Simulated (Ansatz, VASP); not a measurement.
**One calculation of Re, two programs**

Contents of POSCAR:

```
Re
1.0
    0.0000000000      1.9750000000      1.9750000000
    1.9750000000      0.0000000000      1.9750000000
    1.9750000000      1.9750000000      0.0000000000
Re
1
Direct
    0.0000000000      0.0000000000      0.0000000000
```

File INCAR.step1:

```
SYSTEM = Re
PREC = Accurate
ENCUT = 600
ISMEAR = -1
SIGMA = 0.08
LREAL = .FALSE.
LASPH = .TRUE.
NELM = 60
GGA = PE
ALGO = Normal
EDIFF = 1E-4
LWAVE = .TRUE.
LCHARG = .FALSE.
```

The input INCAR.step2:

```
SYSTEM = Re
PREC = Accurate
ENCUT = 600
EDIFF = 1E-6
ISMEAR = -1
SIGMA = 0.08
LREAL = .FALSE.
LASPH = .TRUE.
NELM = 60
ALGO = Normal
ISIF = 3
LWAVE = .FALSE.
LCHARG = .FALSE.
METAGGA = R2SCAN
LMIXTAU = .TRUE.
IBRION = 2
NSW = 100
EDIFFG = -0.002
ISTART = 1
```

KPOINTS

```
regular mesh
0
G
  14 14 14
  0 0 0
```

Input for Ansatz:

```yaml
crystal:
  lattice:
    - [0.0, 1.975, 1.975]
    - [1.975, 0.0, 1.975]
    - [1.975, 1.975, 0.0]
  atoms:
    - { symbol: Re, position: [0.0, 0.0, 0.0] }
kpoints:
  mp_grid: { grid: [14, 14, 14] }
scf:
  occupations: { method: fermi_dirac, width: 0.08 }
hamiltonian:
  xc: r2scan
  pseudopotentials: { kind: paw }
relax:
  f_tol: 0.002
  max_steps: 80
  cell: {}
output:
  forces: true
  stress: true
  write_density: true
  write_potential: true
  elf: true
  volumetric_format: npy
```

Alike in both runs: task relaxation of cell and atoms; functional r2SCAN; k mesh 14 × 14 × 14; occupations fermi-dirac, width 0.08 eV; no spin polarisation.

```csv
,VASP,Ansatz
version,VASP 6.6.1,Ansatz 0.2.0
potentials or method,"VASP PAW PBE potentials, release 64 (Re)","PAW with Ansatz's default frozen-core files, scalar-relativistic"
plane-wave cutoff (eV),600,500
valence electrons in the cell,7,15
```

VASP gave:

| Item | Value |
| --- | --- |
| relaxed volume (Å³/atom) | 14.76 |
| relaxed cell length with the largest relative difference (Å) | 2.753 |

Which values does Ansatz return?

Relaxed volume (Å³/atom): 14.75; relaxed cell length with the largest relative difference (Å): 2.753.

VASP's potentials were made for PBE, not for r2SCAN. VASP's potentials hold 7 valence electrons a cell and Ansatz's 15, so a difference there can come from the potentials and not from the codes.

Spin-orbit coupling is off throughout.
